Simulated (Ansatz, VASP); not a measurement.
**CsAs3: VASP beside Ansatz**

```xyz
4
Lattice="3.2186 1.8582 6.0438 -3.2186 1.8582 6.0438 0.0000 -3.7165 6.0438" Properties=species:S:1:pos:R:3 pbc="T T T"
Cs    0.0000    0.0000    9.0657
As    0.0000    0.0000   15.9350
As    0.0000    0.0000    2.1964
As    0.0000    0.0000    0.0000
```

Alike in both runs: functional PBE; k mesh 3 × 3 × 3; occupations gaussian, width 0.1 eV; no spin polarisation.

Ansatz relaxed the structure, and its values are those at the end. VASP's run is a single point on that final structure, the one shown.

|  | VASP | Ansatz |
| --- | --- | --- |
| version | VASP 6.6.1 | Ansatz 0.2.0 |
| potentials or method | VASP PAW PBE potentials, release 64 (Cs_sv, As), cutoff 520 eV | scalar-relativistic, plane waves, PAW |
| valence electrons in the cell | 24 | 54 |

```csv
,VASP,Ansatz,Ansatz less VASP
gap on the k mesh at the Fermi level (eV),1.42,1.42,-0.003
least direct gap on the mesh (eV),1.42,1.42,-0.003
pressure (GPa),0.1,0.0,-0.12
rms of the force components (eV/Å),0.046,0.007,-0.0390
```

VASP's potentials hold 24 valence electrons a cell and Ansatz's 54, so a difference there can come from the potentials and not from the codes.

Spin-orbit coupling is off throughout.
